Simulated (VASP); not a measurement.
Wanted: the native input for a VASP 6.6.1 run.

```
Task                   : single point
Functional             : PBE
Potentials or basis    : VASP PAW PBE potentials, release 64 (Al, N)
Cutoff                 : 520 eV
k mesh                 : 13 × 13 × 7
Occupations            : fermi-dirac, width 0.05 eV
Spin                   : no spin polarisation
Dipole correction      : no
Further INCAR settings : ALGO = Normal; EDIFF = 1e-06; NBANDS = 16
```

The structure of AlN (wurtzite type) lies in POSCAR:

```
AlN
1.0
    3.0708030982      0.0000000000      0.0000000000
   -1.5354015491      2.6593934931      0.0000000000
    0.0000000000      0.0000000000      4.9011507609
Al N
2 2
Direct
    0.3333333333      0.6666666667     -0.0034070628
    0.6666666667      0.3333333333      0.4965929372
    0.3333333333      0.6666666667      0.3794070628
    0.6666666667      0.3333333333      0.8794070628
```

These files were run (other wordings do the same):

INCAR

```
SYSTEM = AlN
ALGO = Normal
EDIFF = 1E-6
ENCUT = 520
GGA = PE
ISIF = 2
ISMEAR = -1
LASPH = .TRUE.
LCHARG = .FALSE.
LREAL = .FALSE.
LWAVE = .FALSE.
NBANDS = 16
NELM = 60
PREC = Accurate
SIGMA = 0.05
```

KPOINTS

```
k-points
0
G
  13 13 7
  0 0 0
```

Potentials or basis: VASP PAW PBE potentials, release 64 (Al, N).

Command:

```bash
$ cat potpaw_PBE.64/Al/POTCAR potpaw_PBE.64/N/POTCAR > POTCAR
$ mpirun -np 1 vasp_std > vasp.out
```

It gave:

| Property | Result |
| --- | --- |
| Pressure | 13.2 GPa |
| Band gap on the k mesh | 4.56 eV, direct |

Run time: 30 s on 1 thread of Intel Xeon 6975P-C, on a shared host, peak memory 0.17 GiB.
